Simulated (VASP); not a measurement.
Input of a VASP 6.6.1 run:

The input INCAR:

```
  ALGO = Normal
  EDIFF = 1E-6
  ENCUT = 520
  GGA = PE
  ISIF = 2
  ISMEAR = -1
  LASPH = T
  LCHARG = F
  LREAL = F
  LWAVE = F
  NBANDS = 12
  NELM = 60
  PREC = Accurate
  SIGMA = 0.05
```

File KPOINTS:

```
k-points
0
Gamma
  13 13 13
```

Contents of POSCAR:

```
As
1.0
    1.8671333092      1.0779899187      3.4623748656
   -1.8671333092      1.0779899187      3.4623748656
    0.0000000000     -2.1559798374      3.4623748656
As
2
Direct
    0.2275400000      0.2275400000      0.2275400000
    0.7724600000      0.7724600000      0.7724600000
```

Potentials or basis: VASP PAW PBE potentials, release 64 (As).

The run is started by

```bash
$ cat potpaw_PBE.64/As/POTCAR > POTCAR
$ mpirun -np 1 vasp_std > vasp.out
```

Problem. Estimate the pressure.

Solution. 5.7 GPa.

Problem. Estimate the largest force.

Solution. 0.428 eV/Å.

Problem. What does it give for the band gap on the k mesh?

Solution. Zero (bands 5 and 6 overlap by 0.37 eV).

Forces on the atoms (eV/Å):
```
As   0.000  0.000  0.428
As   0.000  0.000 -0.428
```

Caveat: the cell stands under pressure.
